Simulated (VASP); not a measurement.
Write the native input for VASP 6.6.1 that does the following.

```
Task                   : single point
Functional             : PBE
Potentials or basis    : VASP PAW PBE potentials, release 64 (Zn, Ge_d, N)
Cutoff                 : 520 eV
k mesh                 : 16 × 12 × 8
Occupations            : gaussian, width 0.1 eV
Spin                   : no spin polarisation
Dipole correction      : no
Further INCAR settings : ALGO = Normal; EDIFF = 1e-07; NBANDS = 30
```

The structure of ZnGe2N lies in POSCAR:

```
ZnGe2N
1.0
    2.8616073602      0.0000000000      0.0000000000
    0.0000000000      3.9836194001      0.0000000000
    0.0000000000      0.0000000000      6.1738122926
Zn Ge N
1 2 1
Direct
    0.0000000000      0.0000000000      0.0000000000
    0.0000000000      0.5000000000      0.2694655285
    0.0000000000      0.5000000000      0.7305344715
    0.5000000000      0.5000000000      0.5000000000
```

The cell was generated, and may not be a known phase.

One way to write it, as run:

INCAR

```
SYSTEM = ZnGe2N
PREC     = Accurate       ! precision mode
ENCUT    = 520            ! plane-wave cutoff, eV
EDIFF    = 1E-7           ! SCF threshold, eV
ISMEAR   = 0              ! smearing method
SIGMA    = 0.1            ! smearing width, eV
LREAL    = .FALSE.        ! projectors in reciprocal space
LASPH    = .TRUE.         ! aspherical terms in the spheres
NELM     = 80             ! most SCF steps
ALGO     = Normal         ! electronic algorithm
ISIF     = 2              ! what is computed and relaxed
LWAVE    = .FALSE.        ! write WAVECAR
LCHARG   = .FALSE.        ! write CHGCAR
GGA      = PE             ! functional
NBANDS   = 30             ! bands
```

KPOINTS

```
Automatic mesh
0
G
  16 12 8
  0 0 0
```

Potentials or basis: VASP PAW PBE potentials, release 64 (Zn, Ge_d, N).

Run with:

```bash
$ cat potpaw_PBE.64/Zn/POTCAR potpaw_PBE.64/Ge_d/POTCAR potpaw_PBE.64/N/POTCAR > POTCAR
$ mpirun -np 1 vasp_std > vasp.out
```

Results of the run:

* Pressure: 0.1 GPa
* Largest force: 0.005 eV/Å
* Band gap on the k mesh: zero (an odd number of electrons rules out a gap without spin polarisation)

Caveat: an odd number of electrons without spin polarisation forces a metal; a magnetic or distorted state may lie lower.

Run time: 3.6 min on 1 thread of Intel(R) Xeon(R) 6975P-C (Granite Rapids) (shared host), peak memory 0.66 GiB.
